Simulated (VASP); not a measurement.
# ZrS2 in VASP: further runs, part 2 of 2

VASP 6.6.1. Earlier steps stand in the parts before.

### Step 5. Single point, PBE+D3(BJ)

Input file INCAR:

```
ALGO     = Normal         # electronic algorithm
DIPOL    = 0.5 0.5 0.500
EDIFF    = 1E-6           # SCF threshold, eV
ENCUT    = 400            # plane-wave cutoff, eV
GGA      = PE             # functional
GGA_COMPAT= False        
IDIPOL   = 3            
ISIF     = 2              # what is computed and relaxed
ISMEAR   = 0              # smearing method
IVDW     = 12             # dispersion correction
LASPH    = True           # aspherical terms in the spheres
LCHARG   = True           # write CHGCAR
LDIPOL   = True         
LELF     = True           # ELF
LREAL    = False          # projectors in reciprocal space
LVACPOTAV= True         
LVHAR    = True         
LWAVE    = False          # write WAVECAR
NBANDS   = 19             # bands
NELM     = 120            # most SCF steps
NELMDL   = -8           
PREC     = Accurate       # precision mode
SIGMA    = 0.02           # smearing width, eV
```

Input file KPOINTS:

```
k-points
0
Gamma
  9 9 1
```

Input file POSCAR:

```
ZrS2
1.0
    3.6490000000      0.0000000000      0.0000000000
   -1.8245000000      3.1601266984      0.0000000000
    0.0000000000      0.0000000000     31.8416303012
S Zr
2 1
Direct
    0.6666666667      0.3333333333      0.4541951845
    0.3333333333      0.6666666667      0.5458048155
    0.0000000000      0.0000000000      0.5000000000
```

Potentials or basis: VASP PAW PBE potentials, release 64 (S, Zr_sv).

Launch:

```sh
$ cat potpaw_PBE.64/S/POTCAR potpaw_PBE.64/Zr_sv/POTCAR > POTCAR
$ mpirun -np 1 vasp_std > vasp.out
```

OUTCAR:

```text
EDIFF = 1E-6
   ENCUT = 400
   GGA = PE
   ISIF = 2
   ISMEAR = 0
   IVDW = 12
   LASPH = True
   LREAL = False
   NELM = 120
   NELMDL = -8
   PREC = Accurate
 IVDW          = 12

 ion  position               nearest neighbor table
   1  0.667  0.333  0.454-   3 2.56   3 2.56   3 2.56
   2  0.333  0.667  0.546-   3 2.56   3 2.56   3 2.56
   3  0.000  0.000  0.500-   1 2.56   2 2.56   2 2.56   1 2.56   1 2.56   2 2.56

  LATTYP: Found a hexagonal cell.
 ALAT       =     3.6490000000
 C/A-ratio  =     8.7261250483

  Lattice vectors:

 A1 = (   3.6490000000,   0.0000000000,   0.0000000000)
 A2 = (  -1.8245000000,   3.1601266984,   0.0000000000)
 A3 = (   0.0000000000,   0.0000000000,  31.8416303012)

Analysis of symmetry for initial positions (statically):
=====================================================================
 Subroutine PRICEL returns:
 Original cell was already a primitive cell.

 Routine SETGRP: Setting up the symmetry group for a
 hexagonal supercell.

 Subroutine GETGRP returns: Found 12 space group operations
 (whereof 12 operations were pure point group operations)
 out of a pool of 24 trial point group operations.

The static configuration has the point symmetry D_3d.

Analysis of symmetry for dynamics (positions and initial velocities):
=====================================================================
 Subroutine PRICEL returns:
 Original cell was already a primitive cell.

 Routine SETGRP: Setting up the symmetry group for a
 hexagonal supercell.

 Subroutine GETGRP returns: Found 12 space group operations
 (whereof 12 operations were pure point group operations)
 out of a pool of 24 trial point group operations.

The dynamic configuration has the point symmetry D_3d.

 Subroutine INISYM returns: Found 12 space group operations
 (whereof 12 operations are pure point group operations),
 and found     1 'primitive' translations

[... 105 lines left out ...]
  Fermi-wavevector in a.u.,A,eV,Ry     =   0.659458  1.246196  5.916974  0.434885
  Thomas-Fermi vector in A             =   1.731600
   LORBIT       =      0    0 simple, 1 ext, 2 COOP (PROOUT), +10 PAW based schemes
   GGA     = PE    functional components
   LHFCALC =     F    Hartree Fock is set to
   AEXX    =    0.0000 exact exchange contribution
   IVDW    =    12    specifies the selected vdW correction
   LEPSILON=     F    determine dielectric tensor
   LRPA    =     F    only Hartree local field effects (RPA)
 non-spin polarized calculation
 Gauss-broadening in eV      SIGMA  =   0.02
  energy-cutoff  :      400.00
  volume of cell :      367.18
 maximum number of plane-waves:      6756
 NGX is ok and might be reduce to    24
   NGX = 11   NGY = 11   NGZ =103

 dipolmoment           0.000000      0.000000      0.000000 electrons x Angstroem

 number of electron      24.0000007 magnetization

 dipolmoment           0.000000      0.000000     -0.000000 electrons x Angstroem

 Free energy of the ion-electron system (eV)
  ---------------------------------------------------
  ext. energy  EPLUGINS =         0.00000000
  ---------------------------------------------------
  free energy    TOTEN  =       -21.42584540 eV

  energy without entropy =      -21.42584540  energy(sigma->0) =      -21.42584540

 E-fermi :  -4.2233     XC(G=0):  -2.0987

 val. band max:       -4.3687574652   @ k =   0.0000   0.0000   0.0000
 cond. band min:      -3.2428333971   @ k =   0.4444   0.0000   0.0000
 fundamental gap:      1.1259240680
 Fermi energy:        -4.2232850590

 k-point     1 :       0.0000    0.0000    0.0000
  band No.  band energies     occupation
      1     -53.2270      2.00000
      2     -31.2945      2.00000
      3     -31.1348      2.00000
      4     -31.1348      2.00000
      5     -16.8044      2.00000
      6     -15.6562      2.00000
[... 241 lines left out ...]
      6     -15.6266      2.00000
[... 11 lines left out ...]
     18       4.2448      0.00000
     19       4.7255      0.00000

------------------------ aborting loop because EDIFF is reached ----------------------------------------

 Edisp (eV)   -0.73653

 E8    (eV) :    -0.3343

  FORCE on cell =-STRESS in cart. coord.  units (eV):
  Direction    XX          YY          ZZ          XY          YZ          ZX
  --------------------------------------------------------------------------------------
  -------------------------------------------------------------------------------------
  Total      -0.04307    -0.04307    -0.02078    -0.00000    -0.00000     0.00000
  in kB      -0.18795    -0.18795    -0.09066    -0.00000    -0.00000     0.00000
  external pressure =       -0.16 kB  Pullay stress =        0.00 kB

 VOLUME and BASIS-vectors are now :
 -----------------------------------------------------------------------------
  energy-cutoff  :      400.00
  volume of cell :      367.18
      direct lattice vectors                 reciprocal lattice vectors
     3.649000000  0.000000000  0.000000000     0.274047684  0.158221504  0.000000000
    -1.824500000  3.160126698  0.000000000     0.000000000  0.316443009  0.000000000
     0.000000000  0.000000000 31.841630301     0.000000000  0.000000000  0.031405427

 POSITION                                       TOTAL-FORCE (eV/Angst)
 -----------------------------------------------------------------------------------
      1.82450      1.05338     14.46232        -0.000000      0.000000     -0.008038
     -0.00000      2.10675     17.37932        -0.000000      0.000000      0.008038
      0.00000      0.00000     15.92082         0.000000      0.000000      0.000000
 -----------------------------------------------------------------------------------
    total drift:                               -0.000000      0.000000      0.000000

  FREE ENERGIE OF THE ION-ELECTRON SYSTEM (eV)
  ---------------------------------------------------
  free  energy   TOTEN  =       -22.1623774852 eV

  energy  without entropy=      -22.1623774852  energy(sigma->0) =      -22.16237749

 vacuum level on the upper side and lower side of the slab         2.024         2.024
```

Run time: 2.8 min. Hardware: 1 thread of Intel Xeon 8259CL, shared host; peak memory 0.36 GiB.

Results:

```yaml
Free_energy: -22.1624 eV
Largest_force: 0.008 eV/Å
Band_gap_on_the_k_mesh: 1.13 eV (least direct gap 1.69 eV)
Dispersion_energy_per_atom: -0.246 eV
```

Forces on the atoms (eV/Å):
```
S    0.000  0.000 -0.008
S    0.000  0.000  0.008
Zr   0.000  0.000  0.000
```

### Step 6. Single point, PBE+D3(BJ)

This run uses another cell than the first one.

Input file INCAR:

```
SYSTEM = ZrS2
ALGO = Normal ; DIPOL = 0.5 0.5 0.500
EDIFF = 1E-6 ; ENCUT = 400
GGA = PE ; GGA_COMPAT = .False.
IDIPOL = 3 ; ISIF = 2
ISMEAR = 0 ; IVDW = 12
LASPH = .True. ; LCHARG = .False.
LDIPOL = .True. ; LREAL = .False.
LWAVE = .False. ; NBANDS = 19
NELM = 120 ; NELMDL = -8
PREC = Accurate ; SIGMA = 0.02
```

Input file KPOINTS:

```
k-points
0
Gamma
  9 9 1
  0 0 0
```

Input file POSCAR:

```
ZrS2
1.0
    3.7220000000      0.0000000000      0.0000000000
   -1.8610000000      3.2233465529      0.0000000000
    0.0000000000      0.0000000000     31.8416303012
S Zr
2 1
Direct
    0.6666666667      0.3333333333      0.4577597005
    0.3333333333      0.6666666667      0.5422402995
    0.0000000000      0.0000000000      0.5000000000
```

Potentials or basis: VASP PAW PBE potentials, release 64 (S, Zr_sv).

Launch:

```sh
$ cat potpaw_PBE.64/S/POTCAR potpaw_PBE.64/Zr_sv/POTCAR > POTCAR
$ mpirun -np 1 vasp_std > vasp.out
```

OUTCAR:

```text
SYSTEM = ZrS2
   EDIFF = 1E-6
   ENCUT = 400
   GGA = PE
   ISIF = 2
   ISMEAR = 0
   IVDW = 12
   LASPH = .True.
   LREAL = .False.
   NELM = 120
   NELMDL = -8
   PREC = Accurate
 IVDW          = 12

 ion  position               nearest neighbor table
   1  0.667  0.333  0.458-   3 2.54   3 2.54   3 2.54
   2  0.333  0.667  0.542-   3 2.54   3 2.54   3 2.54
   3  0.000  0.000  0.500-   1 2.54   2 2.54   1 2.54   2 2.54   1 2.54   2 2.54

  LATTYP: Found a hexagonal cell.
 ALAT       =     3.7220000000
 C/A-ratio  =     8.5549785871

  Lattice vectors:

 A1 = (   3.7220000000,   0.0000000000,   0.0000000000)
 A2 = (  -1.8610000000,   3.2233465529,   0.0000000000)
 A3 = (   0.0000000000,   0.0000000000,  31.8416303012)

Analysis of symmetry for initial positions (statically):
=====================================================================
 Subroutine PRICEL returns:
 Original cell was already a primitive cell.

 Routine SETGRP: Setting up the symmetry group for a
 hexagonal supercell.

 Subroutine GETGRP returns: Found 12 space group operations
 (whereof 12 operations were pure point group operations)
 out of a pool of 24 trial point group operations.

The static configuration has the point symmetry D_3d.

Analysis of symmetry for dynamics (positions and initial velocities):
=====================================================================
 Subroutine PRICEL returns:
 Original cell was already a primitive cell.

 Routine SETGRP: Setting up the symmetry group for a
 hexagonal supercell.

 Subroutine GETGRP returns: Found 12 space group operations
 (whereof 12 operations were pure point group operations)
 out of a pool of 24 trial point group operations.

The dynamic configuration has the point symmetry D_3d.

[... 105 lines left out ...]
   IMIX   =      4    mixing-type and parameters
     AMIX     =   0.40;   BMIX     =  1.00
     AMIX_MAG =   1.60;   BMIX_MAG =  1.00
  volume/ion in A,a.u.               =     127.34       859.32
  Fermi-wavevector in a.u.,A,eV,Ry     =   0.650807  1.229847  5.762748  0.423550
  Thomas-Fermi vector in A             =   1.720204
   LORBIT       =      0    0 simple, 1 ext, 2 COOP (PROOUT), +10 PAW based schemes
   GGA     = PE    functional components
   LHFCALC =     F    Hartree Fock is set to
   AEXX    =    0.0000 exact exchange contribution
   IVDW    =    12    specifies the selected vdW correction
   LEPSILON=     F    determine dielectric tensor
   LRPA    =     F    only Hartree local field effects (RPA)
 non-spin polarized calculation
 Gauss-broadening in eV      SIGMA  =   0.02
  energy-cutoff  :      400.00
  volume of cell :      382.01
 maximum number of plane-waves:      7008
   NGX = 13   NGY = 13   NGZ =103

 number of electron      23.9999998 magnetization

 dipolmoment           0.000000      0.000000     -0.000000 electrons x Angstroem

 Free energy of the ion-electron system (eV)
  ---------------------------------------------------
  ext. energy  EPLUGINS =         0.00000000
  ---------------------------------------------------
  free energy    TOTEN  =       -21.34563443 eV

  energy without entropy =      -21.34563443  energy(sigma->0) =      -21.34563443

 E-fermi :  -4.3938     XC(G=0):  -2.0247

 val. band max:       -4.5792317181   @ k =   0.0000   0.0000   0.0000
 cond. band min:      -2.9984327159   @ k =   0.4444   0.0000   0.0000
 fundamental gap:      1.5807990021
 Fermi energy:        -4.3937905459

 k-point     1 :       0.0000    0.0000    0.0000
  band No.  band energies     occupation
      1     -53.2930      2.00000
      2     -31.3808      2.00000
      3     -31.2269      2.00000
      4     -31.2269      2.00000
      5     -16.9723      2.00000
      6     -15.5992      2.00000
[... 241 lines left out ...]
      6     -15.7706      2.00000
[... 11 lines left out ...]
     18       4.4308      0.00000
     19       4.5360      0.00000

------------------------ aborting loop because EDIFF is reached ----------------------------------------

 vacuum level on the upper side and lower side of the slab       (xc-potential included)        -0.006        -0.006

 Edisp (eV)   -0.72121

 E8    (eV) :    -0.3272

  FORCE on cell =-STRESS in cart. coord.  units (eV):
  Direction    XX          YY          ZZ          XY          YZ          ZX
  --------------------------------------------------------------------------------------
  -------------------------------------------------------------------------------------
  Total       0.34716     0.34716     2.31125     0.00000    -0.00000    -0.00000
  in kB       1.45602     1.45602     9.69346     0.00000    -0.00000    -0.00000
  external pressure =        4.20 kB  Pullay stress =        0.00 kB

 VOLUME and BASIS-vectors are now :
 -----------------------------------------------------------------------------
  energy-cutoff  :      400.00
  volume of cell :      382.01
      direct lattice vectors                 reciprocal lattice vectors
     3.722000000  0.000000000  0.000000000     0.268672757  0.155118288  0.000000000
    -1.861000000  3.223346553  0.000000000     0.000000000  0.310236577  0.000000000
     0.000000000  0.000000000 31.841630301     0.000000000  0.000000000  0.031405427

 POSITION                                       TOTAL-FORCE (eV/Angst)
 -----------------------------------------------------------------------------------
      1.86100      1.07445     14.57582        -0.000000     -0.000000     -0.876574
     -0.00000      2.14890     17.26582         0.000000      0.000000      0.876574
      0.00000      0.00000     15.92082        -0.000000      0.000000      0.000000
 -----------------------------------------------------------------------------------
    total drift:                                0.000000     -0.000000      0.000000

  FREE ENERGIE OF THE ION-ELECTRON SYSTEM (eV)
  ---------------------------------------------------
  free  energy   TOTEN  =       -22.0668493363 eV

  energy  without entropy=      -22.0668493363  energy(sigma->0) =      -22.06684934

 vacuum level on the upper side and lower side of the slab         1.939         1.939
```

OSZICAR:

```text
N       E                     dE             d eps       ncg     rms          rms(c)
DAV:   1     0.150941398068E+03    0.15094E+03   -0.89743E+03   600   0.741E+02
DAV:   2    -0.351903603643E+01   -0.15446E+03   -0.15007E+03   643   0.183E+02
DAV:   3    -0.228370445706E+02   -0.19318E+02   -0.19264E+02   818   0.617E+01
[... 17 lines left out ...]
DAV:  21    -0.213456130844E+02   -0.31738E-04   -0.98597E-07   507   0.345E-03    0.194E-03
DAV:  22    -0.213456274379E+02   -0.14354E-04   -0.44544E-07   479   0.199E-03    0.133E-03
DAV:  23    -0.213456309458E+02   -0.35080E-05   -0.67695E-08   488   0.827E-04    0.104E-03
DAV:  24    -0.213456336679E+02   -0.27221E-05   -0.81100E-08   450   0.807E-04    0.255E-04
DAV:  25    -0.213456344281E+02   -0.76020E-06   -0.13025E-08   434   0.356E-04
   1 F= -.22066849E+02 E0= -.22066849E+02  d E =-.128286E-40
```

It took 2.6 min on 1 thread of Intel Xeon 8259CL, shared host; peak memory 0.36 GiB.

What came out:

- Free energy: -22.0668 eV
- Largest force: 0.877 eV/Å
- Band gap on the k mesh: 1.58 eV (least direct gap 1.72 eV)
- Dispersion energy per atom: -0.240 eV

Forces in eV/Å, atoms in the order of the input:
```
S    0.000  0.000 -0.877
S    0.000  0.000  0.877
Zr   0.000  0.000  0.000
```

Levels at points of the mesh, in eV from the valence-band top:
| k point | band 10 | band 11 | band 12 | band 13 | band 14 | band 15 |
| --- | --- | --- | --- | --- | --- | --- |
| (0.00, 0.00, 0.00) | -0.59 | 0.00 | 0.00 | 1.72 | 1.72 | 3.06 |

### Step 7. The runs side by side

```csv
cell,gap on the mesh (eV),largest force (eV/Å)
"a = 3.649, b = 3.649, c = 31.842 Å, angles 90.0, 90.0, 120.0°, 3 atoms, atomic positions A",1.36,0.90
"a = 3.649, b = 3.649, c = 31.842 Å, angles 90.0, 90.0, 120.0°, 3 atoms, atomic positions B",1.13,0.01
"a = 3.649, b = 3.649, c = 31.842 Å, angles 90.0, 90.0, 120.0°, 3 atoms, atomic positions C",0.89,0.82
"a = 3.722, b = 3.722, c = 31.842 Å, angles 90.0, 90.0, 120.0°, 3 atoms, atomic positions D",1.58,0.88
```

Alike in all rows: task single point; level PBE+D3(BJ); potentials or basis VASP PAW PBE potentials, release 64 (S, Zr_sv); no spin polarisation; k mesh 9 × 9 × 1; cutoff (eV) 400; smearing gaussian 0.02 eV.

Absolute energies hang on the potentials; compare differences alone.
